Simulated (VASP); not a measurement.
Here is a VASP 6.6.1 calculation.

File POSCAR:

```
W
1.0
    0.0000000000      2.0091471692      2.0091471692
    2.0091471692      0.0000000000      2.0091471692
    2.0091471692      2.0091471692      0.0000000000
W
1
Direct
    0.0000000000      0.0000000000      0.0000000000
```

The input INCAR.step1:

```
PREC = Accurate ; ENCUT = 600
ISMEAR = 0 ; SIGMA = 0.1
LREAL = False ; LASPH = True
NELM = 80 ; GGA = PE
ALGO = Normal ; EDIFF = 1E-4
LWAVE = True ; LCHARG = False
```

INCAR.step2

```
PREC = Accurate ; ENCUT = 600
EDIFF = 1E-7 ; ISMEAR = 0
SIGMA = 0.1 ; LREAL = False
LASPH = True ; NELM = 80
ALGO = Normal ; ISIF = 3
LWAVE = False ; LCHARG = False
METAGGA = R2SCAN ; LMIXTAU = True
IBRION = 2 ; NSW = 100
EDIFFG = -0.005 ; ISTART = 1
```

KPOINTS

```
Automatic mesh
0
Gamma
  18 18 18
```

Potentials or basis: VASP PAW PBE potentials, release 64 (W_sv).

Launch:

```sh
$ cat potpaw_PBE.64/W_sv/POTCAR > POTCAR
$ cp INCAR.step1 INCAR
$ mpirun -np 1 vasp_std > vasp.out
$ cp INCAR.step2 INCAR
$ mpirun -np 1 vasp_std > vasp.out
```

Question: What does it give for the relaxed volume?

Answer: 16.26 Å³/atom.

Question: What does it give for the space group after relaxing (to 0.1 Å)?

Answer: Fm-3m (No. 225).

Step by step:
```csv
step,energy change (eV),largest force (eV/Å),pressure (GPa),volume (Å³)
1,0.0000,0.0000,0.85,16.22
2,0.0013,0.0000,-2.89,16.42
3,-0.0001,0.0000,0.01,16.26
```

Caveat: the PAW data sets were made with another functional, which shifts forces and pressure a little.
